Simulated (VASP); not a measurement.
# CaO (Fm-3m) in VASP: elastic constants with PBE

Aim: the elastic constants of CaO with PBE.

Program: VASP 6.6.1. These are calculated values, not measurements. Logs are shortened: lines on timing, memory, paths and dates and some standing lists are left out, and cuts for length are marked.

**1. The cell of the first run**

Symmetry: Fm-3m, No. 225, cubic system. The conventional cell has a = 4.831 Å, b = 4.831 Å, c = 4.831 Å, α = 90.00°, β = 90.00°, γ = 90.00°. Ca (site symmetry m-3m) has 6 O at 2.42 Å within 3.2 Å. O (site symmetry m-3m) has 6 Ca at 2.42 Å within 3.2 Å.

**2. Elastic constants, PBE**

The input, INCAR:

```
SYSTEM = CaO
ALGO = Normal
EDIFF = 1E-8
ENCUT = 600
GGA = PE
IBRION = 6
ISIF = 3
ISMEAR = 0
LASPH = .True.
LCHARG = .False.
LREAL = .False.
LWAVE = .False.
NELM = 80
NFREE = 2
NSW = 1
POTIM = 0.015
PREC = Accurate
SIGMA = 0.01
```

The input, KPOINTS:

```
k-points
0
Gamma
  8 8 8
  0 0 0
```

The input, POSCAR:

```
CaO
1.0
    0.0000000000      2.4154723971      2.4154723971
    2.4154723971      0.0000000000      2.4154723971
    2.4154723971      2.4154723971      0.0000000000
Ca O
1 1
Direct
    0.0000000000      0.0000000000      0.0000000000
    0.5000000000      0.5000000000      0.5000000000
```

Potentials or basis: VASP PAW PBE potentials, release 64 (Ca_sv, O).

On the command line:

```console
> cat potpaw_PBE.64/Ca_sv/POTCAR potpaw_PBE.64/O/POTCAR > POTCAR
> mpirun -np 1 vasp_std > vasp.out
```

OUTCAR:

```text
SYSTEM = CaO
   EDIFF = 1E-8
   ENCUT = 600
   GGA = PE
   IBRION = 6
   ISIF = 3
   ISMEAR = 0
   LASPH = .True.
   LREAL = .False.
   NELM = 80
   NFREE = 2
   NSW = 1
   POTIM = 0.015
   PREC = Accurate

 ion  position               nearest neighbor table
   1  0.000  0.000  0.000-   2 2.42   2 2.42   2 2.42   2 2.42   2 2.42   2 2.42
   2  0.500  0.500  0.500-   1 2.42   1 2.42   1 2.42   1 2.42   1 2.42   1 2.42

  LATTYP: Found a face centered cubic cell.
 ALAT       =     4.8309447942

  Lattice vectors:

 A1 = (   0.0000000000,   2.4154723971,   2.4154723971)
 A2 = (   2.4154723971,   0.0000000000,   2.4154723971)
 A3 = (   2.4154723971,   2.4154723971,   0.0000000000)

Analysis of symmetry for initial positions (statically):
=====================================================================
 Subroutine PRICEL returns:
 Original cell was already a primitive cell.

 Routine SETGRP: Setting up the symmetry group for a
 face centered cubic supercell.

 Subroutine GETGRP returns: Found 48 space group operations
 (whereof 48 operations were pure point group operations)
 out of a pool of 48 trial point group operations.

The static configuration has the point symmetry O_h .

Analysis of symmetry for dynamics (positions and initial velocities):
=====================================================================
 Subroutine PRICEL returns:
 Original cell was already a primitive cell.

 Routine SETGRP: Setting up the symmetry group for a
 face centered cubic supercell.

 Subroutine GETGRP returns: Found 48 space group operations
 (whereof 48 operations were pure point group operations)
 out of a pool of 48 trial point group operations.

The dynamic configuration has the point symmetry O_h .

 Subroutine INISYM returns: Found 48 space group operations
[... 692 lines left out ...]
      1     -35.3252      2.00000
      2     -17.0449      2.00000
      3     -16.4378      2.00000
      4     -16.3302      2.00000
      5     -12.3692      2.00000
      6       0.2354      2.00000
      7       1.1489      2.00000
      8       1.2278      2.00000
      9       8.9495      0.00000
     10       9.0315      0.00000
     11      10.9295      0.00000
     12      11.0864      0.00000

 [... further k-points ...]

------------------------ aborting loop because EDIFF is reached ----------------------------------------

  FORCE on cell =-STRESS in cart. coord.  units (eV):
  Direction    XX          YY          ZZ          XY          YZ          ZX
  --------------------------------------------------------------------------------------
  -------------------------------------------------------------------------------------
  Total        0.0838511      0.0781020      0.0781020      0.0000000     -0.0000000     -0.0000000
  in kB        4.7663203      4.4395253      4.4395253      0.0000000     -0.0000000     -0.0000000
  external PRESSURE =       4.5484570 kB  Pullay stress =       0.0000000 kB
[... 17 lines left out ...]
  FREE ENERGIE OF THE ION-ELECTRON SYSTEM (eV)
  ---------------------------------------------------
  free  energy   TOTEN  =       -12.8072670609 eV

  energy  without entropy=      -12.8072670609  energy(sigma->0) =      -12.80726706

 INTERNAL STRAIN TENSORS FROM STRAINED CELLS
 ============================================

 INTERNAL STRAIN TENSOR FOR ION    1 for displacements in x,y,z  (eV/Angst):
          X           Y           Z          XY          YZ          ZX
  --------------------------------------------------------------------------------
  x    -0.00000     0.00000    -0.00000     0.00000     0.00000     0.00000
  y    -0.00000    -0.00000     0.00000    -0.00000    -0.00000     0.00000
  z     0.00000    -0.00000    -0.00000     0.00000     0.00000    -0.00000

 INTERNAL STRAIN TENSORS FROM DISPLACED ATOMS
 ============================================

 INTERNAL STRAIN TENSOR FOR ION    1 for displacements in x,y,z  (eV/Angst):
          X           Y           Z          XY          YZ          ZX
  --------------------------------------------------------------------------------
  x     0.00000     0.00000     0.00000     0.00000     0.00000     0.00000
  y     0.00000     0.00000     0.00000     0.00000     0.00000     0.00000
  z     0.00000     0.00000     0.00000     0.00000     0.00000     0.00000

 INTERNAL STRAIN TENSOR FOR ION    2 for displacements in x,y,z  (eV/Angst):
          X           Y           Z          XY          YZ          ZX
  --------------------------------------------------------------------------------
  x     0.00000     0.00000     0.00000     0.00000     0.00000     0.00000
  y     0.00000     0.00000     0.00000     0.00000     0.00000     0.00000
  z     0.00000     0.00000     0.00000     0.00000     0.00000     0.00000

 Eigenvectors and eigenvalues of the dynamical matrix
 ----------------------------------------------------

   1 f  =    7.850820 THz    49.328157 2PiTHz  261.875168 cm-1    32.468368 meV
             X         Y         Z           dx          dy          dz
      0.000000  0.000000  0.000000     0.000000    0.534190   -0.000000
      2.415472  2.415472  2.415472    -0.000000   -0.845364    0.000000
[... 21 lines left out ...]
   6 f/i=    0.000366 THz     0.002299 2PiTHz    0.012206 cm-1     0.001513 meV
             X         Y         Z           dx          dy          dz
      0.000000  0.000000  0.000000     0.124353   -0.539170   -0.639119
      2.415472  2.415472  2.415472     0.078580   -0.340704   -0.403863

--------------------------------------------------------------------------------------------------------

 ELASTIC MODULI CONTR FROM IONIC RELAXATION (kBar)
 Direction    XX          YY          ZZ          XY          YZ          ZX
 --------------------------------------------------------------------------------
 XX           0.0000      0.0000      0.0000      0.0000      0.0000      0.0000
 YY           0.0000      0.0000      0.0000      0.0000      0.0000      0.0000
 ZZ           0.0000      0.0000      0.0000      0.0000      0.0000      0.0000
 XY           0.0000      0.0000      0.0000      0.0000      0.0000      0.0000
 YZ           0.0000      0.0000      0.0000      0.0000      0.0000      0.0000
 ZX           0.0000      0.0000      0.0000      0.0000      0.0000      0.0000
 --------------------------------------------------------------------------------

 TOTAL ELASTIC MODULI (kBar)
 Direction    XX          YY          ZZ          XY          YZ          ZX
 --------------------------------------------------------------------------------
 XX        2070.7150    568.0112    568.0112      0.0000     -0.0000      0.0000
 YY         568.0112   2070.7150    568.0112     -0.0000      0.0000      0.0000
 ZZ         568.0112    568.0112   2070.7150      0.0000     -0.0000      0.0000
 XY           0.0000     -0.0000      0.0000    751.2293      0.0000      0.0000
 YZ          -0.0000      0.0000     -0.0000      0.0000    751.2293      0.0000
 ZX           0.0000      0.0000      0.0000      0.0000      0.0000    751.2293
 --------------------------------------------------------------------------------
```

OSZICAR:

```text
N       E                     dE             d eps       ncg     rms          rms(c)
DAV:   1     0.145237003728E+03    0.14524E+03   -0.94311E+03   696   0.152E+03
[... 212 lines left out ...]
DAV:   3    -0.128073139034E+02    0.39155E-03   -0.17157E-03  1808   0.358E-01    0.520E-02
DAV:   4    -0.128072650675E+02    0.48836E-04   -0.36999E-04  1740   0.189E-01    0.244E-02
DAV:   5    -0.128072666803E+02   -0.16128E-05   -0.40878E-05  1584   0.597E-02    0.163E-02
DAV:   6    -0.128072673978E+02   -0.71744E-06   -0.73172E-06  1716   0.305E-02    0.455E-03
DAV:   7    -0.128072670288E+02    0.36899E-06   -0.22817E-06  1788   0.131E-02    0.154E-03
DAV:   8    -0.128072670552E+02   -0.26361E-07   -0.14099E-07  1804   0.435E-03    0.222E-04
DAV:   9    -0.128072670609E+02   -0.57589E-08   -0.47439E-09   892   0.847E-04
  17 F= -.12807267E+02 E0= -.12807267E+02  d E =-.421007E-36
```

Run time: 6.2 min. Hardware: 1 thread of Intel Xeon Platinum 8259CL at 2.50GHz (Skylake/Cascade Lake), shared host; peak memory 0.27 GiB.

Results:

```yaml
Elastic_constants_C11_C12_C44: 207, 57, 75 GPa
Voigt_bulk_modulus: 107 GPa
Highest_phonon_frequency_at_Γ_LO-TO_splitting_left_out: 262 cm⁻¹
```

Phonon frequencies in cm⁻¹ (negative: imaginary):
```tsv
q point	frequencies
(0.000, 0.000, 0.000)	0 0 0 262 262 262
```

Elastic tensor in Voigt notation (GPa, in the Cartesian axes of the cell as first typed):
```
207  57  57   0   0   0
 57 207  57   0   0   0
 57  57 207   0   0   0
  0   0   0  75   0   0
  0   0   0   0  75   0
  0   0   0   0   0  75
```

Clamped-ion elastic tensor (GPa):
```
207  57  57   0   0   0
 57 207  57   0   0   0
 57  57 207   0   0   0
  0   0   0  75   0   0
  0   0   0   0  75   0
  0   0   0   0   0  75
```
